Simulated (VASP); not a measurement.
**BaMgAsF: single point with PBE**

Crystal: BaMgAsF.

```xyz
8
Lattice="4.4176 0.0000 0.0000 0.0000 4.4176 0.0000 0.0000 0.0000 9.6873" Properties=species:S:1:pos:R:3 pbc="T T T"
Ba    2.2088    0.0000    1.4990
Ba    0.0000    2.2088    8.1884
As    2.2088    0.0000    6.4067
As    0.0000    2.2088    3.2806
Mg    2.2088    2.2088    4.8437
Mg    0.0000    0.0000    4.8437
F     2.2088    2.2088    0.0000
F     0.0000    0.0000    0.0000
```

- Program: VASP 6.6.1
- Task: single point
- Functional: PBE
- Potentials or basis: VASP PAW PBE potentials, release 64 (Ba_sv, As, Mg, F)
- Cutoff: 520 eV
- k mesh: 6 × 6 × 4
- Occupations: gaussian, width 0.02 eV
- Spin: no spin polarisation
- Dipole correction: no
- Further INCAR settings: ALGO = Normal; EDIFF = 1e-07; NBANDS = 34

The pressure is 0.5 GPa and the largest force is 0.118 eV/Å. The band gap on the k mesh is 1.54 eV, direct.

Forces in eV/Å, atoms in the order of the input:
```
Ba   0.000  0.000  0.118
Ba   0.000  0.000 -0.118
As   0.000  0.000 -0.028
As   0.000  0.000  0.028
Mg   0.000  0.000  0.000
Mg   0.000  0.000  0.000
F    0.000  0.000  0.000
F    0.000  0.000  0.000
```

Levels at points of the mesh, in eV from the valence-band top:
| k point | band 21 | band 22 | band 23 | band 24 | band 25 | band 26 | band 27 | band 28 |
| --- | --- | --- | --- | --- | --- | --- | --- | --- |
| (0.00, 0.00, 0.00) | -1.13 | -0.45 | 0.00 | 0.00 | 1.54 | 2.11 | 2.18 | 3.26 |
| (0.50, 0.00, 0.00) | -0.68 | -0.68 | -0.45 | -0.45 | 2.76 | 2.76 | 3.19 | 3.19 |
| (0.50, 0.50, 0.00) | -1.58 | -1.58 | -1.49 | -1.49 | 2.10 | 2.10 | 3.71 | 3.71 |
| (0.00, 0.00, 0.50) | -1.13 | -0.78 | -0.01 | -0.01 | 1.79 | 2.44 | 2.64 | 2.86 |
| (0.50, 0.00, 0.50) | -0.63 | -0.63 | -0.44 | -0.44 | 2.90 | 2.90 | 3.29 | 3.29 |
| (0.50, 0.50, 0.50) | -1.59 | -1.59 | -1.47 | -1.47 | 2.35 | 2.35 | 3.79 | 3.79 |

Run time: 5.8 min on 1 thread of AMD EPYC 7R13, on a shared host, peak memory 0.4 GiB.

Caveat: spin-orbit coupling is left out, which moves the levels of the heavy elements. A k mesh can miss the band edges.
